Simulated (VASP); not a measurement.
# ScBiTe3S (P4mm) in VASP: notebook

ScBiTe3S is run at these levels: PBE; tasks: single point.

Everything below comes from runs of VASP 6.6.1. Logs are shortened: lines on timing, memory, paths and dates and some standing lists are left out, and cuts for length are marked.

## (1) The cell of the first run

The structure is tetragonal, space group P4mm (No. 99). The conventional cell has a = 4.133 Å, b = 4.133 Å, c = 9.960 Å, α = 90.00°, β = 90.00°, γ = 90.00°. Sc (site symmetry 4mm) has 4 Te at 2.51 Å and 4 Bi at 3.23 Å within 3.3 Å. Bi (site symmetry 4mm) has 1 S at 2.05 Å and 4 Te at 2.07 Å within 2.7 Å. Te (site symmetry 2mm) has 2 Bi at 2.07 Å and 2 Sc at 2.51 Å within 2.7 Å. Within 4.6 Å of Te (site symmetry 4mm) lie 1 Bi at 3.52 Å and 4 Sc at 3.63 Å and 8 Te at 4.12 to 4.13 Å and 1 S at 4.39 Å. S (site symmetry 4mm) has 1 Bi at 2.05 Å within 2.7 Å.

## (2) Single point, PBE

Input file INCAR:

```
SYSTEM = ScBiTe3S
  PREC = Accurate
  ENCUT = 520
  EDIFF = 1E-7
  ISMEAR = 0
  SIGMA = 0.1
  LREAL = .FALSE.
  LASPH = .TRUE.
  NELM = 100
  ALGO = Normal
  ISIF = 2
  LWAVE = .FALSE.
  LCHARG = .FALSE.
  GGA = PE
  NBANDS = 34
```

Input file KPOINTS:

```
Automatic mesh
0
G
  4 4 2
  0 0 0
```

Input file POSCAR:

```
ScBiTe3S
1.0
    4.1329153700      0.0000000000      0.0000000000
    0.0000000000      4.1329153700      0.0000000000
    0.0000000000      0.0000000000      9.9599056100
Sc Bi Te S
1 1 3 1
Direct
    0.0000000000      0.0000000000      0.2561786000
    0.5000000000      0.5000000000      0.3937225500
    0.5000000000      0.0000000000      0.3987885400
    0.0000000000      0.5000000000      0.3987885400
    0.5000000000      0.5000000000      0.0403485100
    0.5000000000      0.5000000000      0.5991657400
```

Potentials or basis: VASP PAW PBE potentials, release 64 (Sc_sv, Bi_d, Te, S).

Run with:

```
> cat potpaw_PBE.64/Sc_sv/POTCAR potpaw_PBE.64/Bi_d/POTCAR potpaw_PBE.64/Te/POTCAR potpaw_PBE.64/S/POTCAR > POTCAR
> mpirun -np 1 vasp_std > vasp.out
```

OUTCAR:

```text
SYSTEM = ScBiTe3S
   PREC = Accurate
   ENCUT = 520
   EDIFF = 1E-7
   ISMEAR = 0
   LREAL = .FALSE.
   LASPH = .TRUE.
   NELM = 100
   ISIF = 2
   GGA = PE

 ion  position               nearest neighbor table
   1  0.000  0.000  0.256-   3 2.51   4 2.51   4 2.51   3 2.51   2 3.23   2 3.23   2 3.23   2 3.23

   2  0.500  0.500  0.394-   6 2.05   4 2.07   3 2.07   3 2.07   4 2.07   1 3.23   1 3.23   1 3.23
                             1 3.23   5 3.52
   3  0.500  0.000  0.399-   2 2.07   2 2.07   1 2.51   1 2.51   6 2.87   6 2.87   4 2.92   4 2.92
                             4 2.92   4 2.92
   4  0.000  0.500  0.399-   2 2.07   2 2.07   1 2.51   1 2.51   6 2.87   6 2.87   3 2.92   3 2.92
                             3 2.92   3 2.92
   5  0.500  0.500  0.040-   2 3.52
   6  0.500  0.500  0.599-   2 2.05   3 2.87   4 2.87   3 2.87   4 2.87

  LATTYP: Found a simple tetragonal cell.
 ALAT       =     4.1329153700
 C/A-ratio  =     2.4098982724

  Lattice vectors:

 A1 = (   4.1329153700,   0.0000000000,   0.0000000000)
 A2 = (   0.0000000000,   4.1329153700,   0.0000000000)
 A3 = (   0.0000000000,   0.0000000000,   9.9599056100)

Analysis of symmetry for initial positions (statically):
=====================================================================
 Subroutine PRICEL returns:
 Original cell was already a primitive cell.

 Routine SETGRP: Setting up the symmetry group for a
 simple tetragonal supercell.

 Subroutine GETGRP returns: Found  8 space group operations
 (whereof  8 operations were pure point group operations)
 out of a pool of 16 trial point group operations.

The static configuration has the point symmetry C_4v.

Analysis of symmetry for dynamics (positions and initial velocities):
=====================================================================
 Subroutine PRICEL returns:
 Original cell was already a primitive cell.

 Routine SETGRP: Setting up the symmetry group for a
 simple tetragonal supercell.

 Subroutine GETGRP returns: Found  8 space group operations
 (whereof  8 operations were pure point group operations)
 out of a pool of 16 trial point group operations.

The dynamic configuration has the point symmetry C_4v.

 Subroutine INISYM returns: Found  8 space group operations
 (whereof  8 operations are pure point group operations),
 and found     1 'primitive' translations

----------------------------------------------------------------------------------------

                                     Primitive cell

  volume of cell :     170.1250

  direct lattice vectors                    reciprocal lattice vectors
     4.132915370  0.000000000  0.000000000     0.241959951  0.000000000  0.000000000
     0.000000000  4.132915370  0.000000000     0.000000000  0.241959951  0.000000000
     0.000000000  0.000000000  9.959905610     0.000000000  0.000000000  0.100402558

  length of vectors
     4.132915370  4.132915370  9.959905610     0.241959951  0.241959951  0.100402558

  position of ions in fractional coordinates (direct lattice)
     0.000000000  0.000000000  0.256178600
     0.500000000  0.500000000  0.393722550
     0.500000000  0.000000000  0.398788540
     0.000000000  0.500000000  0.398788540
     0.500000000  0.500000000  0.040348510
     0.500000000  0.500000000  0.599165740

  ion indices of the primitive-cell ions
   primitive index   ion index
                 1           1
                 2           2
                 3           3
                 4           4
                 5           5
                 6           6

----------------------------------------------------------------------------------------

 KPOINTS: Automatic mesh

Automatic generation of k-mesh.
 Grid dimensions read from file:
 generate k-points for:    4    4    2

 Generating k-lattice:

  Cartesian coordinates                     Fractional coordinates (reciprocal lattice)
     0.060489988  0.000000000  0.000000000     0.250000000  0.000000000  0.000000000
     0.000000000  0.060489988  0.000000000     0.000000000  0.250000000  0.000000000
     0.000000000  0.000000000  0.050201279     0.000000000  0.000000000  0.500000000

  Length of vectors
     0.060489988  0.060489988  0.050201279

  Shift w.r.t. Gamma in fractional coordinates (k-lattice)
     0.000000000  0.000000000  0.000000000

 Subroutine IBZKPT returns following result:
 ===========================================

 Found     12 irreducible k-points:

 Following reciprocal coordinates:
            Coordinates               Weight
  0.000000  0.000000  0.000000      1.000000
  0.250000  0.000000  0.000000      4.000000
  0.500000  0.000000  0.000000      2.000000
  0.250000  0.250000  0.000000      4.000000
  0.500000  0.250000  0.000000      4.000000
  0.500000  0.500000  0.000000      1.000000
  0.000000  0.000000  0.500000      1.000000
  0.250000  0.000000  0.500000      4.000000
  0.500000  0.000000  0.500000      2.000000
  0.250000  0.250000  0.500000      4.000000
  0.500000  0.250000  0.500000      4.000000
  0.500000  0.500000  0.500000      1.000000
   k-points           NKPTS =     12   k-points in BZ     NKDIM =     12   number of bands    NBANDS=     34
   number of dos      NEDOS =    301   number of ions     NIONS =      6
   total plane-waves  NPLWV =  81920
   dimension x,y,z NGX =    32 NGY =   32 NGZ =   80
   dimension x,y,z NGXF=    64 NGYF=   64 NGZF=  160
   ions per type =               1   1   3   1
   NGX,Y,Z   is equivalent  to a cutoff of  12.87, 12.87, 13.35 a.u.
   NGXF,Y,Z  is equivalent  to a cutoff of  25.74, 25.74, 26.71 a.u.
 SYSTEM =  ScBiTe3S
   PREC   = accura    normal or accurate (medium, high low for compatibility)
   ISTART =      0    job   : 0-new  1-cont  2-samecut
   ICHARG =      2    charge: 1-file 2-atom 10-const
   ISPIN  =      1    spin polarized calculation?
   LNONCOLLINEAR =      F non collinear calculations
   LSORBIT =      F    spin-orbit coupling
   LASPH  =      T    aspherical Exc in radial PAW
   ENCUT  =  520.0 eV  38.22 Ry    6.18 a.u.   7.68  7.68 18.52*2*pi/ulx,y,z
   NELM   =    100;   NELMIN=  2; NELMDL= -5     # of ELM steps
   EDIFF  = 0.1E-06   stopping-criterion for ELM
   LREAL  =      F    real-space projection
   EDIFFG = 0.1E-05   stopping-criterion for IOM
   NSW    =      0    number of steps for IOM
   IBRION =     -1    ionic relax: 0-MD 1-quasi-New 2-CG
   NFREE  =      0    steps in history (QN), initial steepest desc. (CG)
   ISIF   =      2    stress and relaxation
   ISYM   =      2    0-nonsym 1-usesym 2-fastsym
   POTIM  = 0.5000    time-step for ionic-motion
   TEBEG  =    0.0;   TEEND  =   0.0 temperature during run
   PSTRESS=    0.0 pullay stress
   NELECT =      50.0000    total number of electrons
   NUPDOWN=      -1.0000    fix difference up-down
   EMIN   =  10.00;   EMAX   =-10.00  energy-range for DOS
   EFERMI =   0.00;   METHOD = LEGACY
   ISMEAR =     0;   SIGMA  =   0.10  broadening in eV -4-tet -1-fermi 0-gaus
   EFERMI_NEDOS =   21; number of points for ismear=-14 and -15
   IALGO  =     38    algorithm
   IMIX   =      4    mixing-type and parameters
     AMIX     =   0.40;   BMIX     =  1.00
     AMIX_MAG =   1.60;   BMIX_MAG =  1.00
  volume/ion in A,a.u.               =      28.35       191.34
  Fermi-wavevector in a.u.,A,eV,Ry     =   1.088451  2.056874 16.119160  1.184725
  Thomas-Fermi vector in A             =   2.224632
   LORBIT       =      0    0 simple, 1 ext, 2 COOP (PROOUT), +10 PAW based schemes
   GGA     = PE    functional components
   LHFCALC =     F    Hartree Fock is set to
   AEXX    =    0.0000 exact exchange contribution
   IVDW    =     0    specifies the selected vdW correction
   LEPSILON=     F    determine dielectric tensor
   LRPA    =     F    only Hartree local field effects (RPA)
 non-spin polarized calculation
 Gauss-broadening in eV      SIGMA  =   0.10
  energy-cutoff  :      520.00
  volume of cell :      170.13
 maximum number of plane-waves:      4632
 NGX is ok and might be reduce to    32
   NGX = 15   NGY = 15   NGZ = 37

 number of electron      49.9999992 magnetization

 Free energy of the ion-electron system (eV)
  ---------------------------------------------------
  ext. energy  EPLUGINS =         0.00000000
  ---------------------------------------------------
  free energy    TOTEN  =        16.15927089 eV

  energy without entropy =       16.20689426  energy(sigma->0) =       16.18308258

 E-fermi :   5.7385     XC(G=0):  -8.6128

 val. band max:        5.7279317645   @ k =   0.0000   0.0000   0.5000
 cond. band min:       5.7406942213   @ k =   0.2500   0.0000   0.0000
 fundamental gap:      0.0127624569
 Fermi energy:         5.7384687203

 k-point     1 :       0.0000    0.0000    0.0000
  band No.  band energies     occupation
      1     -43.7686      2.00000
      2     -22.9279      2.00000
      3     -22.7049      2.00000
      4     -22.6007      2.00000
      5     -22.6007      2.00000
      6     -21.9348      2.00000
[... 26 lines left out ...]
     33       9.8179      0.00000
     34      10.8074      0.00000

 k-point     2 :       0.2500    0.0000    0.0000
  band No.  band energies     occupation
      1     -43.7670      2.00000
      2     -23.0463      2.00000
      3     -22.6996      2.00000
      4     -22.6213      2.00000
      5     -22.5964      2.00000
      6     -21.9838      2.00000
[... 26 lines left out ...]
     33      10.6461      0.00000
     34      10.9583      0.00000

 k-point     3 :       0.5000    0.0000    0.0000
  band No.  band energies     occupation
      1     -43.7655      2.00000
      2     -23.1552      2.00000
      3     -22.6916      2.00000
      4     -22.6460      2.00000
      5     -22.6096      2.00000
      6     -22.0272      2.00000
[... 26 lines left out ...]
     33      10.3240      0.00000
     34      10.7860      0.00000

 k-point     4 :       0.2500    0.2500    0.0000
  band No.  band energies     occupation
      1     -43.7655      2.00000
      2     -23.1273      2.00000
      3     -22.7034      2.00000
      4     -22.6345      2.00000
      5     -22.6121      2.00000
      6     -22.0438      2.00000
[... 26 lines left out ...]
     33      10.4168      0.00000
     34      11.0959      0.00000

 k-point     5 :       0.5000    0.2500    0.0000
  band No.  band energies     occupation
      1     -43.7640      2.00000
      2     -23.2116      2.00000
      3     -22.6870      2.00000
      4     -22.6716      2.00000
      5     -22.6303      2.00000
      6     -22.0972      2.00000
[... 26 lines left out ...]
     33       9.8861      0.00000
     34      10.7242      0.00000

 k-point     6 :       0.5000    0.5000    0.0000
  band No.  band energies     occupation
      1     -43.7625      2.00000
      2     -23.2739      2.00000
      3     -22.6807      2.00000
      4     -22.6807      2.00000
      5     -22.6719      2.00000
      6     -22.1603      2.00000
[... 26 lines left out ...]
     33       9.9490      0.00000
     34       9.9490      0.00000

 k-point     7 :       0.0000    0.0000    0.5000
  band No.  band energies     occupation
      1     -43.7686      2.00000
      2     -22.9279      2.00000
      3     -22.7049      2.00000
      4     -22.6006      2.00000
      5     -22.6006      2.00000
      6     -21.9348      2.00000
[... 26 lines left out ...]
     33       9.7441      0.00000
     34      10.7508      0.00000

 k-point     8 :       0.2500    0.0000    0.5000
  band No.  band energies     occupation
      1     -43.7670      2.00000
      2     -23.0463      2.00000
      3     -22.6996      2.00000
      4     -22.6213      2.00000
      5     -22.5964      2.00000
      6     -21.9838      2.00000
[... 26 lines left out ...]
     33      10.7621      0.00000
     34      10.9267      0.00000

 k-point     9 :       0.5000    0.0000    0.5000
  band No.  band energies     occupation
      1     -43.7655      2.00000
      2     -23.1552      2.00000
      3     -22.6916      2.00000
      4     -22.6460      2.00000
      5     -22.6096      2.00000
      6     -22.0272      2.00000
[... 26 lines left out ...]
     33      10.5850      0.00000
     34      10.9471      0.00000

 k-point    10 :       0.2500    0.2500    0.5000
  band No.  band energies     occupation
      1     -43.7655      2.00000
      2     -23.1273      2.00000
      3     -22.7034      2.00000
      4     -22.6345      2.00000
      5     -22.6121      2.00000
      6     -22.0438      2.00000
[... 26 lines left out ...]
     33      10.1542      0.00000
     34      11.1403      0.00000

 k-point    11 :       0.5000    0.2500    0.5000
  band No.  band energies     occupation
      1     -43.7640      2.00000
      2     -23.2116      2.00000
      3     -22.6870      2.00000
      4     -22.6716      2.00000
      5     -22.6304      2.00000
      6     -22.0972      2.00000
[... 26 lines left out ...]
     33       9.8228      0.00000
     34      10.8597      0.00000

 k-point    12 :       0.5000    0.5000    0.5000
  band No.  band energies     occupation
      1     -43.7625      2.00000
      2     -23.2740      2.00000
      3     -22.6807      2.00000
      4     -22.6807      2.00000
      5     -22.6719      2.00000
      6     -22.1603      2.00000
[... 26 lines left out ...]
     33       9.9288      0.00000
     34       9.9288      0.00000

------------------------ aborting loop because EDIFF is reached ----------------------------------------

  FORCE on cell =-STRESS in cart. coord.  units (eV):
  Direction    XX          YY          ZZ          XY          YZ          ZX
  --------------------------------------------------------------------------------------
  -------------------------------------------------------------------------------------
  Total      145.7477224    145.7477224     40.6973411      0.0000000      0.0000000      0.0000000
  in kB     1372.6003712   1372.6003712    383.2731278      0.0000000      0.0000000      0.0000000
  external PRESSURE =    1042.8246234 kB  Pullay stress =       0.0000000 kB

 VOLUME and BASIS-vectors are now :
 -----------------------------------------------------------------------------
  energy-cutoff  :      520.00
  volume of cell :      170.13
      direct lattice vectors                 reciprocal lattice vectors
     4.132915370  0.000000000  0.000000000     0.241959951  0.000000000  0.000000000
     0.000000000  4.132915370  0.000000000     0.000000000  0.241959951  0.000000000
     0.000000000  0.000000000  9.959905610     0.000000000  0.000000000  0.100402558

 POSITION                                       TOTAL-FORCE (eV/Angst)
 -----------------------------------------------------------------------------------
      0.00000      0.00000      2.55151         0.000000      0.000000     -8.922532
      2.06646      2.06646      3.92144         0.000000     -0.000000    -12.736222
      2.06646      0.00000      3.97190         0.000000      0.000000      2.863795
      0.00000      2.06646      3.97190         0.000000      0.000000      2.863795
      2.06646      2.06646      0.40187         0.000000      0.000000      0.760567
      2.06646      2.06646      5.96763         0.000000     -0.000000     15.170597
 -----------------------------------------------------------------------------------
    total drift:                                0.000000     -0.000000      0.000328

  FREE ENERGIE OF THE ION-ELECTRON SYSTEM (eV)
  ---------------------------------------------------
  free  energy   TOTEN  =        16.1592708892 eV

  energy  without entropy=       16.2068942642  energy(sigma->0) =       16.18308258
```

Wall time 1.7 min (1 thread of Intel Xeon 6975P-C (Granite Rapids), shared host); peak memory 0.31 GiB.

What came out:

- Free energy: 16.1593 eV
- Pressure: 104.3 GPa
- Largest force: 15.171 eV/Å
- Band gap on the k mesh: zero (band 25 reaches 6.35 eV, above the bottom of band 26 at 5.69 eV)

Forces in eV/Å, atoms in the order of the input:
```
Sc    0.000   0.000  -8.923
Bi    0.000   0.000 -12.736
Te    0.000   0.000   2.864
Te    0.000   0.000   2.864
Te    0.000   0.000   0.761
S     0.000   0.000  15.171
```

Caveat: the k points lie up to 0.38 Å⁻¹ apart; spin-orbit coupling is left out, which moves the levels of the heavy elements; this functional lacks dispersion, which binds the layers, so the pressure and a relaxed spacing across them are unreliable; forces of over 1 eV/Å act on the atoms, so gaps and moduli don't describe the material at rest.

(Part 1 of 3 ends here.)
